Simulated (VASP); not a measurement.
MgSn2N2: single point with PBEsol

The system is MgSn2N2.

```
Mg Sn N
1.0
     3.36055    0.00000    0.00000
     0.00000    3.36055    0.00000
     0.00000    0.00000    8.18839
Mg Sn N
1 2 2
Direct
  0.50000 0.50000 0.00000
  0.00000 0.00000 0.69214
  0.00000 0.00000 0.30786
  0.00000 0.50000 0.15270
  0.50000 0.00000 0.84730
```

* Program: VASP 6.6.1
* Task: single point
* Functional: PBEsol
* Potentials or basis: VASP PAW PBE potentials, release 64 (Mg, Sn_d, N)
* Cutoff: 520 eV
* k mesh: 4 × 4 × 2
* Occupations: gaussian, width 0.1 eV
* Spin: no spin polarisation

The pressure is -2.8 GPa and the largest force is 0.045 eV/Å. The band gap on the k mesh is zero (band 20 reaches 5.51 eV, above the bottom of band 21 at 4.03 eV).

Forces in eV/Å, atoms in the order of the input:
```
Mg   0.000  0.000  0.000
Sn   0.000  0.000  0.045
Sn   0.000  0.000 -0.045
N    0.000  0.000 -0.038
N    0.000  0.000  0.038
```

Stress tensor (GPa, compression positive):
```
-2.97  0.00  0.00
 0.00 -2.97  0.00
 0.00  0.00 -2.44
```

Levels at points of the mesh, in eV from the Fermi level:
```csv
k point,band 18,band 19,band 20,band 21,band 22,band 23
"(0.00, 0.00, 0.00)",-1.66,-1.66,0.13,0.75,2.86,5.68
"(0.50, 0.00, 0.00)",-2.01,-1.13,-0.32,-0.19,2.34,4.31
"(0.50, 0.50, 0.00)",-2.70,-2.49,-1.35,-1.35,1.45,4.15
"(0.00, 0.00, 0.50)",-1.76,-1.69,-1.69,1.62,3.41,5.77
"(0.50, 0.00, 0.50)",-2.01,-1.13,-0.68,0.63,2.64,3.76
"(0.50, 0.50, 0.50)",-2.71,-2.08,-1.12,-1.12,0.79,3.19
```

Run time: 65 s on 1 thread of Intel Xeon 6975P-C, with other jobs on the host, peak memory 0.22 GiB.

Caveat: the k points lie up to 0.47 Å⁻¹ apart; the PAW data sets were made with another functional, which shifts forces and pressure a little; spin-orbit coupling is left out, which moves the levels of the heavy elements.
